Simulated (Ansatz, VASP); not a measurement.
This is a calculation of CoO for VASP 6.6.1.

File INCAR:

```
ALGO = Normal ; EDIFF = 1E-7
ENCUT = 520 ; GGA = PE
ISIF = 2 ; ISMEAR = -1
ISPIN = 2 ; LASPH = True
LCHARG = False ; LMAXMIX = 4
LORBIT = 11 ; LREAL = False
LWAVE = False ; MAGMOM = 4 4 0 0
NBANDS = 27 ; NELM = 150
NUPDOWN = 8.0 ; PREC = Accurate
SIGMA = 0.05
```

The input KPOINTS:

```
k-points
0
Gamma
  8 8 5
```

File POSCAR:

```
CoO
1.0
    3.1976457435      0.0000000000      0.0000000000
   -1.5988228718      2.7692424462      0.0000000000
    0.0000000000      0.0000000000      5.2287097100
Co O
2 2
Direct
    0.3333333333      0.6666666667      0.5033624100
    0.0000000000      0.0000000000      0.0034741400
    0.3333333333      0.6666666667      0.8715556000
    0.0000000000      0.0000000000      0.3716088500
```

Potentials or basis: VASP PAW PBE potentials, release 64 (Co, O).

Command:

```sh
$ cat potpaw_PBE.64/Co/POTCAR potpaw_PBE.64/O/POTCAR > POTCAR
$ mpirun -np 1 vasp_std > vasp.out
```

Set up the same calculation for Ansatz 0.2.0. Potentials there: Ansatz PAW.

As run (the cutoff follows the program's own potentials):

The input input.yaml:

```yaml
crystal:
  lattice:
    - [3.1976457435, 0.0, 0.0]
    - [-1.5988228718, 2.7692424462, 0.0]
    - [0.0, 0.0, 5.22870971]
  atoms:
    - { symbol: Co, position: [0.3333333333, 0.6666666667, 0.50336241], spin: 4.0 }
    - { symbol: Co, position: [0.0, 0.0, 0.00347414], spin: 4.0 }
    - { symbol: O, position: [0.3333333333, 0.6666666667, 0.8715556] }
    - { symbol: O, position: [0.0, 0.0, 0.37160885] }
hamiltonian:
  xc: pbe
  pseudopotentials: { kind: paw }
magnetization:
  spin_polarized: true
  initial_magnetization: 8.0
  spin_locking: { lock_magnetization: hard }
kpoints:
  mp_grid: { grid: [8, 8, 5] }
scf:
  occupations: { method: fermi_dirac, width: 0.05 }
  lower_state_search: "off"
output:
  forces: true
  stress: true
  eigenvalues: true
```

Potentials or basis: Ansatz PAW.

Command:

```bash
$ ansatz run input.yaml --threads 2 --pin off --max-ram 5632MiB --backend cpu --events-out ev --progress --plain --runs-dir out
```

Both were run:

|  | VASP | Ansatz | Ansatz less VASP |
| --- | --- | --- | --- |
| pressure (GPa) | 13.7 | 13.8 | +0.13 |
| traceless stress, the component that is largest in VASP (GPa) | 2.86 | 2.91 | +0.049 |
| rms of the force components (eV/Å) | 0.106 | 0.103 | -0.0033 |
| net moment per atom (μB) | 2.00 | 2.00 | 0.000 |
| size of the moment on the site where the two differ most (μB) | 2.98 | 2.71 | -0.272 |

Site moments also hang on the region over which each program counts them. Atom by atom the forces differ by 0.003 eV/Å (rms over components). VASP's potentials hold 30 valence electrons a cell and Ansatz's 46, so a difference there can come from the potentials and not from the codes.
